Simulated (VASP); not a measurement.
# Na in VASP: a series of runs

The runs below take Na through single point, with PBE.

Everything below comes from runs of VASP 6.6.1. Logs are shortened: lines on timing, memory, paths and dates and some standing lists are left out, and cuts for length are marked.

### 1 The cell of the first run

Symmetry: Pm-3n, No. 223, cubic system. Conventional cell: a = 6.697 Å, b = 6.697 Å, c = 6.697 Å, α = 90.00°, β = 90.00°, γ = 90.00°. Na (site symmetry m-3) has 12 Na at 3.74 Å within 4.9 Å. Na (site symmetry -4m2) has 14 Na at 3.35 to 4.10 Å within 4.4 Å.

### 2 Single point, PBE

Input file INCAR:

```
ALGO = Fast
EDIFF = 1E-7
ENCUT = 520
GGA = PE
ISIF = 2
ISMEAR = 0
LASPH = True
LCHARG = True
LELF = True
LREAL = False
LVHAR = True
LWAVE = False
NBANDS = 38
NELM = 80
PREC = Accurate
SIGMA = 0.05
```

Input file KPOINTS:

```
k-points
0
Gamma
  6 6 6
```

Input file POSCAR:

```
Na
1.0
    6.6966880000      0.0000000000      0.0000000000
    0.0000000000      6.6966880000      0.0000000000
    0.0000000000      0.0000000000      6.6966880000
Na
8
Direct
    0.0000000000      0.0000000000      0.0000000000
    0.5000000000      0.2500000000      0.0000000000
    0.5000000000      0.7500000000      0.0000000000
    0.0000000000      0.5000000000      0.2500000000
    0.2500000000      0.0000000000      0.5000000000
    0.7500000000      0.0000000000      0.5000000000
    0.5000000000      0.5000000000      0.5000000000
    0.0000000000      0.5000000000      0.7500000000
```

Potentials or basis: VASP PAW PBE potentials, release 64 (Na_pv).

Run with:

```
cat potpaw_PBE.64/Na_pv/POTCAR > POTCAR
mpirun -np 1 vasp_std > vasp.out
```

OUTCAR:

```text
EDIFF = 1E-7
   ENCUT = 520
   GGA = PE
   ISIF = 2
   ISMEAR = 0
   LASPH = True
   LREAL = False
   NELM = 80
   PREC = Accurate

 ion  position               nearest neighbor table
   1  0.000  0.000  0.000-
   2  0.500  0.250  0.000-
   3  0.500  0.750  0.000-
   4  0.000  0.500  0.250-
   5  0.250  0.000  0.500-
   6  0.750  0.000  0.500-
   7  0.500  0.500  0.500-
   8  0.000  0.500  0.750-

  LATTYP: Found a simple cubic cell.
 ALAT       =     6.6966880000

  Lattice vectors:

 A1 = (   6.6966880000,   0.0000000000,   0.0000000000)
 A2 = (   0.0000000000,   6.6966880000,   0.0000000000)
 A3 = (   0.0000000000,   0.0000000000,   6.6966880000)

Analysis of symmetry for initial positions (statically):
=====================================================================
 Subroutine PRICEL returns:
 Original cell was already a primitive cell.

 Routine SETGRP: Setting up the symmetry group for a
 simple cubic supercell.

 Subroutine GETGRP returns: Found 48 space group operations
 (whereof 24 operations were pure point group operations)
 out of a pool of 48 trial point group operations.

The static configuration has the point symmetry T_h .
 The point group associated with its full space group is O_h .

Analysis of symmetry for dynamics (positions and initial velocities):
=====================================================================
 Subroutine PRICEL returns:
 Original cell was already a primitive cell.

 Routine SETGRP: Setting up the symmetry group for a
 simple cubic supercell.

 Subroutine GETGRP returns: Found 48 space group operations
 (whereof 24 operations were pure point group operations)
 out of a pool of 48 trial point group operations.

The dynamic configuration has the point symmetry T_h .
 The point group associated with its full space group is O_h .

 Subroutine INISYM returns: Found 48 space group operations
 (whereof 24 operations are pure point group operations),
 and found     1 'primitive' translations

----------------------------------------------------------------------------------------

                                     Primitive cell

  volume of cell :     300.3172

  direct lattice vectors                    reciprocal lattice vectors
     6.696688000  0.000000000  0.000000000     0.149327548  0.000000000  0.000000000
     0.000000000  6.696688000  0.000000000     0.000000000  0.149327548  0.000000000
     0.000000000  0.000000000  6.696688000     0.000000000  0.000000000  0.149327548

  length of vectors
     6.696688000  6.696688000  6.696688000     0.149327548  0.149327548  0.149327548

  position of ions in fractional coordinates (direct lattice)
     0.000000000  0.000000000  0.000000000
     0.500000000  0.250000000  0.000000000
     0.500000000  0.750000000  0.000000000
     0.000000000  0.500000000  0.250000000
     0.250000000  0.000000000  0.500000000
     0.750000000  0.000000000  0.500000000
     0.500000000  0.500000000  0.500000000
     0.000000000  0.500000000  0.750000000

  ion indices of the primitive-cell ions
   primitive index   ion index
                 1           1
                 2           2
                 3           3
                 4           4
                 5           5
                 6           6
                 7           7
                 8           8

----------------------------------------------------------------------------------------

 KPOINTS: k-points

Automatic generation of k-mesh.
 Grid dimensions read from file:
 generate k-points for:    6    6    6

 Generating k-lattice:

  Cartesian coordinates                     Fractional coordinates (reciprocal lattice)
     0.024887925  0.000000000  0.000000000     0.166666667  0.000000000  0.000000000
     0.000000000  0.024887925  0.000000000     0.000000000  0.166666667  0.000000000
     0.000000000  0.000000000  0.024887925     0.000000000  0.000000000  0.166666667

  Length of vectors
     0.024887925  0.024887925  0.024887925

  Shift w.r.t. Gamma in fractional coordinates (k-lattice)
     0.000000000  0.000000000  0.000000000

 Subroutine IBZKPT returns following result:
 ===========================================

 Found     20 irreducible k-points:

 Following reciprocal coordinates:
            Coordinates               Weight
  0.000000  0.000000  0.000000      1.000000
  0.166667  0.000000  0.000000      6.000000
  0.333333  0.000000  0.000000      6.000000
  0.500000  0.000000  0.000000      3.000000
  0.166667  0.166667  0.000000     12.000000
  0.333333  0.166667  0.000000     24.000000
[... 12 lines left out ...]
  0.500000  0.500000  0.333333      6.000000
  0.500000  0.500000  0.500000      1.000000
   k-points           NKPTS =     20   k-points in BZ     NKDIM =     20   number of bands    NBANDS=     38
   number of dos      NEDOS =    301   number of ions     NIONS =      8
   total plane-waves  NPLWV = 125000
   dimension x,y,z NGX =    50 NGY =   50 NGZ =   50
   dimension x,y,z NGXF=   100 NGYF=  100 NGZF=  100
   ions per type =               8
   NGX,Y,Z   is equivalent  to a cutoff of  12.41, 12.41, 12.41 a.u.
   NGXF,Y,Z  is equivalent  to a cutoff of  24.83, 24.83, 24.83 a.u.
 SYSTEM =  unknown system
   PREC   = accura    normal or accurate (medium, high low for compatibility)
   ISTART =      0    job   : 0-new  1-cont  2-samecut
   ICHARG =      2    charge: 1-file 2-atom 10-const
   ISPIN  =      1    spin polarized calculation?
   LNONCOLLINEAR =      F non collinear calculations
   LSORBIT =      F    spin-orbit coupling
   LASPH  =      T    aspherical Exc in radial PAW
   ENCUT  =  520.0 eV  38.22 Ry    6.18 a.u.  12.45 12.45 12.45*2*pi/ulx,y,z
   NELM   =     80;   NELMIN=  2; NELMDL= -5     # of ELM steps
   EDIFF  = 0.1E-06   stopping-criterion for ELM
   LREAL  =      F    real-space projection
   EDIFFG = 0.1E-05   stopping-criterion for IOM
   NSW    =      0    number of steps for IOM
   IBRION =     -1    ionic relax: 0-MD 1-quasi-New 2-CG
   NFREE  =      0    steps in history (QN), initial steepest desc. (CG)
   ISIF   =      2    stress and relaxation
   ISYM   =      2    0-nonsym 1-usesym 2-fastsym
   POTIM  = 0.5000    time-step for ionic-motion
   TEBEG  =    0.0;   TEEND  =   0.0 temperature during run
   PSTRESS=    0.0 pullay stress
   NELECT =      56.0000    total number of electrons
   NUPDOWN=      -1.0000    fix difference up-down
   EMIN   =  10.00;   EMAX   =-10.00  energy-range for DOS
   EFERMI =   0.00;   METHOD = LEGACY
   ISMEAR =     0;   SIGMA  =   0.05  broadening in eV -4-tet -1-fermi 0-gaus
   EFERMI_NEDOS =   21; number of points for ismear=-14 and -15
   IALGO  =     68    algorithm
   IMIX   =      4    mixing-type and parameters
     AMIX     =   0.40;   BMIX     =  1.00
     AMIX_MAG =   1.60;   BMIX_MAG =  1.00
  volume/ion in A,a.u.               =      37.54       253.33
  Fermi-wavevector in a.u.,A,eV,Ry     =   0.935285  1.767433 11.901813  0.874759
  Thomas-Fermi vector in A             =   2.062177
   LORBIT       =      0    0 simple, 1 ext, 2 COOP (PROOUT), +10 PAW based schemes
   GGA     = PE    functional components
   LHFCALC =     F    Hartree Fock is set to
   AEXX    =    0.0000 exact exchange contribution
   IVDW    =     0    specifies the selected vdW correction
   LEPSILON=     F    determine dielectric tensor
   LRPA    =     F    only Hartree local field effects (RPA)
 non-spin polarized calculation
 RMM-DIIS sequential band-by-band and
 Gauss-broadening in eV      SIGMA  =   0.05
  energy-cutoff  :      520.00
  volume of cell :      300.32
 maximum number of plane-waves:      8217
 NGX is ok and might be reduce to    50
   NGX = 25   NGY = 25   NGZ = 25

 number of electron      55.9999802 magnetization

 Free energy of the ion-electron system (eV)
  ---------------------------------------------------
  ext. energy  EPLUGINS =         0.00000000
  ---------------------------------------------------
  free energy    TOTEN  =       -10.37149480 eV

  energy without entropy =      -10.36493353  energy(sigma->0) =      -10.36821417

 E-fermi :   0.2980     XC(G=0):  -6.4676

 val. band max:        0.2217565842   @ k =   0.5000   0.5000   0.3333
 cond. band min:       0.3085534742   @ k =   0.5000   0.1667   0.1667
 fundamental gap:      0.0867968900
 Fermi energy:         0.2979795799

 k-point     1 :       0.0000    0.0000    0.0000
  band No.  band energies     occupation
      1     -24.6935      2.00000
      2     -24.6935      2.00000
      3     -24.6898      2.00000
      4     -24.6568      2.00000
      5     -24.6568      2.00000
      6     -24.6568      2.00000
[... 30 lines left out ...]
     37       3.4870      0.00000
     38       3.4971      0.00000

 k-point     2 :       0.1667    0.0000    0.0000
  band No.  band energies     occupation
      1     -24.6935      2.00000
      2     -24.6921      2.00000
      3     -24.6878      2.00000
      4     -24.6566      2.00000
      5     -24.6566      2.00000
      6     -24.6551      2.00000
[... 30 lines left out ...]
     37       3.6995      0.00000
     38       3.6997      0.00000

 k-point     3 :       0.3333    0.0000    0.0000
  band No.  band energies     occupation
      1     -24.6935      2.00000
      2     -24.6923      2.00000
      3     -24.6785      2.00000
      4     -24.6562      2.00000
      5     -24.6562      2.00000
      6     -24.6515      2.00000
[... 30 lines left out ...]
     37       3.9254      0.00000
[... 617 lines left out ...]
 k-point    19 :       0.5000    0.5000    0.3333
  band No.  band energies     occupation
      1     -24.6802      2.00000
      2     -24.6669      2.00000
      3     -24.6665      2.00000
      4     -24.6665      2.00000
      5     -24.6665      2.00000
      6     -24.6542      2.00000
[... 30 lines left out ...]
     37       5.2468      0.00000
     38       5.2535      0.00000

 k-point    20 :       0.5000    0.5000    0.5000
  band No.  band energies     occupation
      1     -24.6668      2.00000
      2     -24.6668      2.00000
      3     -24.6668      2.00000
      4     -24.6668      2.00000
      5     -24.6668      2.00000
      6     -24.6668      2.00000
[... 30 lines left out ...]
     37       5.6045      0.00000
     38       5.6088      0.00000

------------------------ aborting loop because EDIFF is reached ----------------------------------------

  FORCE on cell =-STRESS in cart. coord.  units (eV):
  Direction    XX          YY          ZZ          XY          YZ          ZX
  --------------------------------------------------------------------------------------
  -------------------------------------------------------------------------------------
  Total       -0.0720164     -0.0720164     -0.0720164      0.0000000      0.0000000      0.0000000
  in kB       -0.3842037     -0.3842037     -0.3842037      0.0000000      0.0000000      0.0000000
  external PRESSURE =      -0.3842037 kB  Pullay stress =       0.0000000 kB

 VOLUME and BASIS-vectors are now :
 -----------------------------------------------------------------------------
  energy-cutoff  :      520.00
  volume of cell :      300.32
      direct lattice vectors                 reciprocal lattice vectors
     6.696688000  0.000000000  0.000000000     0.149327548  0.000000000  0.000000000
     0.000000000  6.696688000  0.000000000     0.000000000  0.149327548  0.000000000
     0.000000000  0.000000000  6.696688000     0.000000000  0.000000000  0.149327548

 POSITION                                       TOTAL-FORCE (eV/Angst)
 -----------------------------------------------------------------------------------
      0.00000      0.00000      0.00000         0.000000      0.000000      0.000000
      3.34834      1.67417      0.00000        -0.000000      0.000000      0.000000
      3.34834      5.02252      0.00000         0.000000     -0.000000     -0.000000
      0.00000      3.34834      1.67417         0.000000      0.000000      0.000000
      1.67417      0.00000      3.34834         0.000000     -0.000000     -0.000000
      5.02252      0.00000      3.34834        -0.000000     -0.000000      0.000000
      3.34834      3.34834      3.34834         0.000000      0.000000      0.000000
      0.00000      3.34834      5.02252         0.000000     -0.000000     -0.000000
 -----------------------------------------------------------------------------------
    total drift:                                0.000000     -0.000000     -0.000000

  FREE ENERGIE OF THE ION-ELECTRON SYSTEM (eV)
  ---------------------------------------------------
  free  energy   TOTEN  =       -10.3714948017 eV

  energy  without entropy=      -10.3649335320  energy(sigma->0) =      -10.36821417
```

Wall time 2.5 min (1 thread of Intel Xeon 6975P-C (Granite Rapids), shared host); peak memory 0.41 GiB.

Results:

* Free energy: -10.3715 eV
* Pressure: 0.0 GPa
* Band gap on the k mesh: zero (bands 28 and 29 overlap by 1.49 eV)

### 3 Single point, PBE

This run uses another cell than the first one, of 45.05 Å³/atom.

Input file INCAR:

```
  PREC = Accurate
  ENCUT = 520
  EDIFF = 1E-7
  ISMEAR = 0
  SIGMA = 0.05
  LREAL = False
  LASPH = True
  NELM = 60
  ALGO = Fast
  ISIF = 2
  LWAVE = False
  LCHARG = True
  GGA = PE
  LELF = True
  LVHAR = True
  NBANDS = 38
```

Input file KPOINTS:

```
Automatic mesh
0
Gamma
  6 6 6
```

POSCAR, as its differences from that of step 2:

```diff
@@ -2,5 +2,5 @@
 1.0
-    6.6966880000      0.0000000000      0.0000000000
-    0.0000000000      6.6966880000      0.0000000000
-    0.0000000000      0.0000000000      6.6966880000
+    7.1162928883      0.0000000000      0.0000000000
+    0.0000000000      7.1162928883      0.0000000000
+    0.0000000000      0.0000000000      7.1162928883
 Na
```

Potentials or basis: VASP PAW PBE potentials, release 64 (Na_pv).

Run with:

```
cat potpaw_PBE.64/Na_pv/POTCAR > POTCAR
mpirun -np 1 vasp_std > vasp.out
```

Run time: 3.5 min. Hardware: 1 thread of Intel Xeon 6975P-C (Granite Rapids), shared host; peak memory 0.48 GiB.

The run converged. Its results:

```yaml
Free_energy: -10.1519 eV
Pressure: -1.0 GPa
Band_gap_on_the_k_mesh: zero (bands 28 and 29 overlap by 1.38 eV)
```

Levels at points of the mesh, in eV from the Fermi level:
```csv
k point,band 26,band 27,band 28,band 29,band 30,band 31
"(0.00, 0.00, 0.00)",0.07,0.07,0.07,0.11,0.11,0.11
"(0.50, 0.00, 0.00)",-2.13,0.74,0.74,0.76,0.76,0.89
"(0.50, 0.50, 0.00)",-1.38,-1.38,-1.38,1.28,1.43,1.43
"(0.50, 0.50, 0.50)",-0.64,-0.64,-0.64,-0.64,-0.64,-0.64
```

(Part 1 of 2 ends here.)

The gap in the log of VASP goes by the Fermi energy; the results here count the filled bands.